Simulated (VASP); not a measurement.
# CuGe4 in VASP: notebook, part 2 of 2

VASP 6.6.1.

**4. Relaxation of the atoms, PBE**

Input file INCAR:

```
SYSTEM = CuGe4
ALGO = Normal
DIPOL = 0.5 0.5 0.344
EDIFF = 1E-7
EDIFFG = -0.025
ENCUT = 520
GGA = PE
IBRION = 2
IDIPOL = 3
ISIF = 2
ISMEAR = 0
KPAR = 4
LASPH = .True.
LCHARG = .False.
LDIPOL = .True.
LREAL = .False.
LWAVE = .False.
NELM = 60
NSW = 36
PREC = Accurate
SIGMA = 0.1
```

Input file KPOINTS:

```
k-points
0
Gamma
  7 7 1
  0 0 0
```

Input file POSCAR:

```
CuGe4
1.0
    4.0740542205      0.0000000000      0.0000000000
    0.0000000000      4.0740542205      0.0000000000
    0.0000000000      0.0000000000     19.8557568590
Ge Cu
4 1
Selective dynamics
Direct
    0.0000000000      0.5000000000      0.2014529100  F F F
    0.0000000000      0.0000000000      0.2739958855  F F F
    0.5000000000      0.0000000000      0.3493666156  F F F
    0.5000000000      0.5000000000      0.4208228837  F F F
    0.6250000000      1.0000000000      0.4751681895  F F T
```

Potentials or basis: VASP PAW PBE potentials, release 64 (Ge_d, Cu).

On the command line:

```
cat potpaw_PBE.64/Ge_d/POTCAR potpaw_PBE.64/Cu/POTCAR > POTCAR
mpirun -np 4 vasp_std > vasp.out
```

OUTCAR:

```text
SYSTEM = CuGe4
   EDIFF = 1E-7
   EDIFFG = -0.025
   ENCUT = 520
   GGA = PE
   IBRION = 2
   ISIF = 2
   ISMEAR = 0
   LASPH = .True.
   LREAL = .False.
   NELM = 60
   NSW = 36
   PREC = Accurate

 ion  position               nearest neighbor table
   1  0.000  0.500  0.201-   2 2.49   2 2.49
   2  0.000  0.000  0.274-   1 2.49   1 2.49   3 2.53   3 2.53
   3  0.500  0.000  0.349-   4 2.48   4 2.48   2 2.53   2 2.53   5 2.55
   4  0.500  0.500  0.421-   5 2.36   5 2.36   3 2.48   3 2.48
   5  0.625  0.000  0.475-   4 2.36   4 2.36   3 2.55

  LATTYP: Found a simple tetragonal cell.
 ALAT       =     4.0740542205
 C/A-ratio  =     4.8737095248

  Lattice vectors:

 A1 = (   4.0740542205,   0.0000000000,   0.0000000000)
 A2 = (   0.0000000000,   4.0740542205,   0.0000000000)
 A3 = (   0.0000000000,   0.0000000000,  19.8557568590)

Analysis of symmetry for initial positions (statically):
=====================================================================
 Subroutine PRICEL returns:
 Original cell was already a primitive cell.

 Routine SETGRP: Setting up the symmetry group for a
 simple tetragonal supercell.

 Subroutine GETGRP returns: Found  2 space group operations
 (whereof  2 operations were pure point group operations)
 out of a pool of 16 trial point group operations.

The static configuration has the point symmetry C_1h.

Analysis of symmetry for dynamics (positions and initial velocities):
=====================================================================
 Subroutine PRICEL returns:
 Original cell was already a primitive cell.

 Routine SETGRP: Setting up the symmetry group for a
 simple tetragonal supercell.

 Subroutine GETGRP returns: Found  2 space group operations
 (whereof  2 operations were pure point group operations)
 out of a pool of 16 trial point group operations.

The dynamic configuration has the point symmetry C_1h.

Analysis of constrained symmetry for selective dynamics:
=====================================================================
 Subroutine PRICEL returns:
 Original cell was already a primitive cell.

 Routine SETGRP: Setting up the symmetry group for a
 simple tetragonal supercell.

 Subroutine GETGRP returns: Found  2 space group operations
 (whereof  2 operations were pure point group operations)
 out of a pool of 16 trial point group operations.

The constrained configuration has the point symmetry C_1h.

 Subroutine INISYM returns: Found  2 space group operations
 (whereof  2 operations are pure point group operations),
 and found     1 'primitive' translations

----------------------------------------------------------------------------------------

                                     Primitive cell

  volume of cell :     329.5642

  direct lattice vectors                    reciprocal lattice vectors
     4.074054220  0.000000000  0.000000000     0.245455742  0.000000000  0.000000000
     0.000000000  4.074054220  0.000000000     0.000000000  0.245455742  0.000000000
     0.000000000  0.000000000 19.855756859     0.000000000  0.000000000  0.050363228

  length of vectors
[... 65 lines left out ...]
   dimension x,y,z NGXF=    60 NGYF=   60 NGZF=  300
   ions per type =               4   1
   NGX,Y,Z   is equivalent  to a cutoff of  12.24, 12.24, 12.56 a.u.
   NGXF,Y,Z  is equivalent  to a cutoff of  24.48, 24.48, 25.12 a.u.
 SYSTEM =  CuGe4
   PREC   = accura    normal or accurate (medium, high low for compatibility)
   ISTART =      0    job   : 0-new  1-cont  2-samecut
   ICHARG =      2    charge: 1-file 2-atom 10-const
   ISPIN  =      1    spin polarized calculation?
   LNONCOLLINEAR =      F non collinear calculations
   LSORBIT =      F    spin-orbit coupling
   LASPH  =      T    aspherical Exc in radial PAW
   ENCUT  =  520.0 eV  38.22 Ry    6.18 a.u.   7.58  7.58 36.92*2*pi/ulx,y,z
   NELM   =     60;   NELMIN=  2; NELMDL= -5     # of ELM steps
   EDIFF  = 0.1E-06   stopping-criterion for ELM
   LREAL  =      F    real-space projection
   EDIFFG = -.3E-01   stopping-criterion for IOM
   NSW    =     36    number of steps for IOM
   IBRION =      2    ionic relax: 0-MD 1-quasi-New 2-CG
   NFREE  =      1    steps in history (QN), initial steepest desc. (CG)
   ISIF   =      2    stress and relaxation
   ISYM   =      2    0-nonsym 1-usesym 2-fastsym
   POTIM  = 0.5000    time-step for ionic-motion
   TEBEG  =    0.0;   TEEND  =   0.0 temperature during run
   PSTRESS=    0.0 pullay stress
   NELECT =      67.0000    total number of electrons
   NUPDOWN=      -1.0000    fix difference up-down
   EMIN   =  10.00;   EMAX   =-10.00  energy-range for DOS
   EFERMI =   0.00;   METHOD = LEGACY
   ISMEAR =     0;   SIGMA  =   0.10  broadening in eV -4-tet -1-fermi 0-gaus
   EFERMI_NEDOS =   21; number of points for ismear=-14 and -15
   IALGO  =     38    algorithm
   IMIX   =      4    mixing-type and parameters
     AMIX     =   0.40;   BMIX     =  1.00
     AMIX_MAG =   1.60;   BMIX_MAG =  1.00
  volume/ion in A,a.u.               =      65.91       444.80
  Fermi-wavevector in a.u.,A,eV,Ry     =   0.962616  1.819080 12.607561  0.926630
  Thomas-Fermi vector in A             =   2.092090
   LORBIT       =      0    0 simple, 1 ext, 2 COOP (PROOUT), +10 PAW based schemes
   GGA     = PE    functional components
   LHFCALC =     F    Hartree Fock is set to
   AEXX    =    0.0000 exact exchange contribution
   IVDW    =     0    specifies the selected vdW correction
   LEPSILON=     F    determine dielectric tensor
   LRPA    =     F    only Hartree local field effects (RPA)
 conjugate gradient relaxation of ions
 non-spin polarized calculation
 Gauss-broadening in eV      SIGMA  =   0.10
  energy-cutoff  :      520.00
  volume of cell :      329.56
 maximum number of plane-waves:      8917
   NGX = 15   NGY = 15   NGZ = 73

 dipolmoment           0.000000      0.000000      0.102799 electrons x Angstroem

--------------------------------------- Ionic step        1  -------------------------------------------

 number of electron      66.9999941 magnetization

 Free energy of the ion-electron system (eV)
  ---------------------------------------------------
  ext. energy  EPLUGINS =         0.00000000
  ---------------------------------------------------
  free energy    TOTEN  =       -18.22461704 eV

  energy without entropy =      -18.21428108  energy(sigma->0) =      -18.21944906

------------------------ aborting loop because EDIFF is reached ----------------------------------------

  FORCE on cell =-STRESS in cart. coord.  units (eV):
  Direction    XX          YY          ZZ          XY          YZ          ZX
  --------------------------------------------------------------------------------------
  -------------------------------------------------------------------------------------
  Total       -2.5209809      0.8074457      1.0600863      0.0000000      0.0000000      0.1533290
  in kB      -12.2557554      3.9253996      5.1536125      0.0000000      0.0000000      0.7454095
  external PRESSURE =      -1.0589144 kB  Pullay stress =       0.0000000 kB
[... 65 lines left out ...]
--------------------------------------- Ionic step        3  -------------------------------------------

 number of electron      66.9999951 magnetization

 dipolmoment           0.000000      0.000000     -0.059194 electrons x Angstroem

 Free energy of the ion-electron system (eV)
  ---------------------------------------------------
  ext. energy  EPLUGINS =         0.00000000
  ---------------------------------------------------
  free energy    TOTEN  =       -18.22580990 eV

  energy without entropy =      -18.21540707  energy(sigma->0) =      -18.22060849

 E-fermi :  -1.5196     XC(G=0):  -4.2280

 val. band max:       -1.5729344808   @ k =   0.4286   0.4286   0.0000
 cond. band min:      -1.5013875542   @ k =   0.4286   0.1429   0.0000
 fundamental gap:      0.0715469266
 Fermi energy:        -1.5196030013

 k-point     1 :       0.0000    0.0000    0.0000
  band No.  band energies     occupation
      1     -26.1831      2.00000
      2     -26.1392      2.00000
      3     -26.1358      2.00000
      4     -26.1308      2.00000
      5     -26.0905      2.00000
      6     -26.0060      2.00000
[... 677 lines left out ...]
     39       2.5054      0.00000
     40       2.9752      0.00000

------------------------ aborting loop because EDIFF is reached ----------------------------------------

 vacuum level on the upper side and lower side of the slab       (xc-potential included)        -0.328         0.307

  FORCE on cell =-STRESS in cart. coord.  units (eV):
  Direction    XX          YY          ZZ          XY          YZ          ZX
  --------------------------------------------------------------------------------------
  -------------------------------------------------------------------------------------
  Total       -2.5361092      0.6291884      0.9158330      0.0000000      0.0000000      0.1184057
  in kB      -12.3293018      3.0588012      4.4523247      0.0000000      0.0000000      0.5756295
  external PRESSURE =      -1.6060587 kB  Pullay stress =       0.0000000 kB
[... 20 lines left out ...]
  FREE ENERGIE OF THE ION-ELECTRON SYSTEM (eV)
  ---------------------------------------------------
  free  energy   TOTEN  =       -18.2258099014 eV

  energy  without entropy=      -18.2154070737  energy(sigma->0) =      -18.22060849

 reached required accuracy - stopping structural energy minimisation

 vacuum level on the upper side and lower side of the slab         2.569         3.298
```

Run time: 5.4 min. Hardware: 4 MPI ranks of Intel Xeon Platinum 8259CL at 2.50GHz (Skylake/Cascade Lake), shared host; peak memory 0.49 GiB.

What came out:

| Quantity | Value |
| --- | --- |
| Free energy | -18.2258 eV |
| Energy gained by relaxing | 0.2 meV/atom |
| Ionic steps | 3 |
| Band gap on the k mesh | zero (an odd number of electrons rules out a gap without spin polarisation) |

The path:
```
step  energy change (eV)  largest force on free atoms (eV/Å)  pressure (GPa)
   1              0.0000                              0.0997           -0.11
   2             -0.0004                              0.0807           -0.12
   3             -0.0012                              0.0247           -0.16
```

Final structure:
```
Ge Cu
1.0
     4.07405    0.00000    0.00000
     0.00000    4.07405    0.00000
     0.00000    0.00000   19.85576
Ge Cu
4 1
Direct
  0.00000 0.50000 0.20145
  0.00000 0.00000 0.27400
  0.50000 0.00000 0.34937
  0.50000 0.50000 0.42082
  0.62500 0.00000 0.47614
```

Levels at points of the mesh, in eV from the Fermi level:
```csv
k point,band 30,band 31,band 32,band 33,band 34,band 35,band 36,band 37
"(0.00, 0.00, 0.00)",-1.61,-1.60,-0.77,-0.46,0.86,1.25,1.47,1.84
```

**5. Overview**

| task | cell | atoms held fixed (from 0) | gap on the mesh (eV) | largest force (eV/Å) |
| --- | --- | --- | --- | --- |
| single point | as given, atomic positions A | - | none | 1.05 |
| single point | as given, atomic positions B | - | none | 0.93 |
| relaxation of the atoms | atoms relaxed, atomic positions C | [0, 1, 2, 3, 4] | none | - |

Alike in all rows: level PBE; potentials or basis VASP PAW PBE potentials, release 64 (Ge_d, Cu); no spin polarisation; k mesh 7 × 7 × 1; cutoff (eV) 520; smearing gaussian 0.1 eV.

Total energies depend on the potentials used, so only differences within one code and one set of settings carry meaning.
